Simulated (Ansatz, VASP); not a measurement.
Two plane-wave programs on Cs

```xyz
1
Lattice="-3.1492 3.1492 3.1492 3.1492 -3.1492 3.1492 3.1492 3.1492 -3.1492" Properties=species:S:1:pos:R:3 pbc="T T T"
Cs    0.0000    0.0000    0.0000
```

Alike in both runs: task single point; functional LDA; k mesh 6 × 6 × 6; occupations fermi-dirac, width 0.05 eV; no spin polarisation.

|  | VASP | Ansatz |
| --- | --- | --- |
| version | VASP 6.6.1 | Ansatz 0.2.0 |
| potentials or method | VASP PAW LDA potentials, release 64 (Cs_sv) | Ansatz PAW |
| plane-wave cutoff (eV) | 500 | 420 |
| valence electrons in the cell | 9 | 9 |

```tsv
	VASP	Ansatz	Ansatz less VASP
gap on the k mesh at the Fermi level (eV)	none	none	-
pressure (GPa)	-0.4	-0.4	+0.01
```

LDA's correlation is that of Perdew and Zunger in VASP and of Perdew and Wang (1992) in Ansatz. A gap of «none» marks a metal or a gap that the smearing closes.

Neither program's run includes spin-orbit coupling.
